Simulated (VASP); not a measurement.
Wanted: the native input for a VASP 6.6.1 run.

```yaml
Task: single point
Functional: PBEsol
Potentials_or_basis: VASP PAW PBE potentials, release 64 (Mo_sv, S)
Cutoff: 520 eV
k_mesh: 12 × 12 × 2
Occupations: methfessel-paxton, width 0.1 eV
Spin: no spin polarisation
Dipole_correction: no
Further_INCAR_settings: ALGO = Normal; EDIFF = 1e-07; NBANDS = 20
```

The structure of MoS2 lies in POSCAR:

```
MoS2
1.0
    3.1522847400      0.0000000000      0.0000000000
   -1.5761423700      2.7299586600      0.0000000000
    0.0000000000      0.0000000000     17.3346000000
Mo S
1 2
Direct
    0.0000000000      0.0000000000      0.0000000000
    0.3333333333      0.6666666667      0.0894930000
    0.3333333333      0.6666666667      0.9105070000
```

One way to write it, as run:

INCAR

```
SYSTEM = MoS2
PREC = Accurate
ENCUT = 520
EDIFF = 1E-7
ISMEAR = 1
SIGMA = 0.1
LREAL = .FALSE.
LASPH = .TRUE.
NELM = 60
ALGO = Normal
ISIF = 2
LWAVE = .FALSE.
LCHARG = .FALSE.
GGA = PS
NBANDS = 20
```

KPOINTS

```
regular mesh
0
G
  12 12 2
  0 0 0
```

Potentials or basis: VASP PAW PBE potentials, release 64 (Mo_sv, S).

Launch:

```sh
$ cat potpaw_PBE.64/Mo_sv/POTCAR potpaw_PBE.64/S/POTCAR > POTCAR
$ mpirun -np 1 vasp_std > vasp.out
```

Results of the run:

| Item | Value |
| --- | --- |
| Largest force | 0.066 eV/Å |
| Band gap on the k mesh | 1.76 eV, direct |

Caveat: the PAW data sets were made with another functional, which shifts forces and pressure a little.

It took 3.9 min on 1 thread of Intel Xeon 8259CL (shared host), peak memory 0.32 GiB.
